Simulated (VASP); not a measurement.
Wanted: the native input for a VASP 6.6.1 run.

```
Task                   : single point
Functional             : LDA
Potentials or basis    : VASP PAW LDA potentials, release 64 (Mo_sv)
Cutoff                 : 520 eV
k mesh                 : 8 × 8 × 8
Occupations            : gaussian, width 0.1 eV
Spin                   : no spin polarisation
Dipole correction      : no
Further INCAR settings : ALGO = Normal; EDIFF = 1e-06; NBANDS = 13
```

The structure of Mo lies in POSCAR:

```
Mo
1.0
   -1.5710000000      1.5710000000      1.5710000000
    1.5710000000     -1.5710000000      1.5710000000
    1.5710000000      1.5710000000     -1.5710000000
Mo
1
Direct
    0.0000000000      0.0000000000      0.0000000000
```

One way to write it, as run:

INCAR

```
ALGO = Normal
EDIFF = 1E-6
ENCUT = 520
ISIF = 2
ISMEAR = 0
LASPH = True
LCHARG = False
LREAL = False
LWAVE = False
NBANDS = 13
NELM = 80
PREC = Accurate
SIGMA = 0.1
```

KPOINTS

```
k-points
0
Gamma
  8 8 8
```

Potentials or basis: VASP PAW LDA potentials, release 64 (Mo_sv).

The run is started by

```console
$ cat potpaw_LDA.64/Mo_sv/POTCAR > POTCAR
$ mpirun -np 1 vasp_std > vasp.out
```

It gave:

* Pressure: -6.5 GPa
* Band gap on the k mesh: zero (bands 7 and 8 overlap by 5.44 eV)

Caveat: the cell stands under tension.

It took 4.5 s on 1 thread of Intel(R) Xeon(R) Platinum 8488C (Sapphire Rapids), with other jobs on the host, peak memory 0.11 GiB.
